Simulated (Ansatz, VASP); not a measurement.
BAs: VASP and Ansatz over several settings

```
As B
1.0
     0.00000    2.41993    2.41993
     2.41993    0.00000    2.41993
     2.41993    2.41993    0.00000
As B
1 1
Direct
  0.75000 0.75000 0.75000
  0.00000 0.00000 0.00000
```

Single points on this cell with VASP 6.6.1 and Ansatz 0.2.0. Each row is one pair of runs. Alike in all rows: spin: off; k mesh: 5 × 5 × 5; smearing: fermi-dirac, width 0.05 eV.

```csv
level,"VASP's potentials, cutoff","Ansatz's potentials, cutoff","gap on the k mesh at the Fermi level (eV), VASP","gap on the k mesh at the Fermi level (eV), Ansatz","least direct gap on the mesh (eV), VASP","least direct gap on the mesh (eV), Ansatz"
r2SCAN0,"VASP PAW PBE potentials, release 64 (As, B), 520 eV","Ansatz PAW, 500 eV",2.70,2.65,4.86,4.81
PBE-based screened hybrid,"VASP PAW PBE potentials, release 64 (As, B), 420 eV","Ansatz PAW, 420 eV",?,1.70,?,3.89
PBE0,"VASP PAW PBE potentials, release 64 (As, B), 520 eV","Ansatz PAW, 420 eV",2.61,2.56,4.80,4.76
```

Task: Fill in what VASP gave in row 2.

Result: gap on the k mesh at the Fermi level (eV): 1.71; least direct gap on the mesh (eV): 3.89.

VASP's potentials hold 8 valence electrons a cell and Ansatz's 18, so a difference there can come from the potentials and not from the codes.

The k mesh is coarse, so the values compare programs but aren't converged. Noted on Ansatz's runs: odd divisions of the mesh miss points on the zone boundary, where band edges often lie, so the gap on the mesh can be too wide.
